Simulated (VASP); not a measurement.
The system is ZnO.

```
Zn O
1.0
     0.00000    2.16507    2.16507
     2.16507    0.00000    2.16507
     2.16507    2.16507    0.00000
Zn O
1 1
Cartesian
  0.0000 0.0000 0.0000
  2.1651 2.1651 2.1651
```

* Program: VASP 6.6.1
* Task: relaxation of cell and atoms
* Functional: r2SCAN
* Potentials or basis: VASP PAW PBE potentials, release 64 (Zn, O)
* Cutoff: 600 eV
* k mesh: 10 × 10 × 10
* Occupations: fermi-dirac, width 0.02 eV
* Spin: no spin polarisation

At the start: pressure -6.6 GPa; volume 10.15 Å³/atom.

Problem. Where does the relaxation end?

Solution. Over 4 steps the energy falls by 8.6 meV/atom and the volume is 9.77 Å³/atom (-3.7 %); space group Fm-3m (No. 225, to 0.05 Å).

Step by step:
```csv
step,energy change (eV),largest force (eV/Å),pressure (GPa),volume (Å³)
1,0.0000,0.0000,-6.63,20.30
2,-0.0117,0.0000,4.63,19.09
3,-0.0173,0.0000,0.33,19.51
4,-0.0173,0.0000,-0.02,19.54
```

Final structure:
```
CELL_PARAMETERS angstrom
0.00000 2.13786 2.13786
2.13786 0.00000 2.13786
2.13786 2.13786 0.00000
ATOMIC_POSITIONS crystal
Zn 0.00000 0.00000 0.00000
O 0.50000 0.50000 0.50000
```

Caveat: the PAW data sets were made with another functional, which shifts forces and pressure a little.
